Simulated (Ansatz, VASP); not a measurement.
Two plane-wave programs on GaN

```
Ga N
1.0
     0.00000    2.29304    2.29304
     2.29304    0.00000    2.29304
     2.29304    2.29304    0.00000
Ga N
1 1
Direct
  0.00000 0.00000 0.00000
  0.75000 0.75000 0.75000
```

Alike in both runs: task single point; functional r2SCAN; k mesh 10 × 10 × 10; occupations gaussian, width 0.02 eV; no spin polarisation.

```csv
,VASP,Ansatz
version,VASP 6.6.1,Ansatz 0.2.0
potentials or method,"VASP PAW PBE potentials, release 64 (Ga_d, N), cutoff 520 eV","scalar-relativistic, plane waves, PAW"
valence electrons in the cell,18,18
```

|  | VASP | Ansatz | Ansatz less VASP |
| --- | --- | --- | --- |
| gap on the k mesh at the Fermi level (eV) | 1.77 | 1.78 | +0.005 |
| least direct gap on the mesh (eV) | 1.77 | 1.78 | +0.005 |
| pressure (GPa) | -9.1 | -10.1 | -0.94 |

VASP's potentials were made for PBE, not for r2SCAN. With one functional, cell and mesh, what is left measures potentials, basis and numerics.
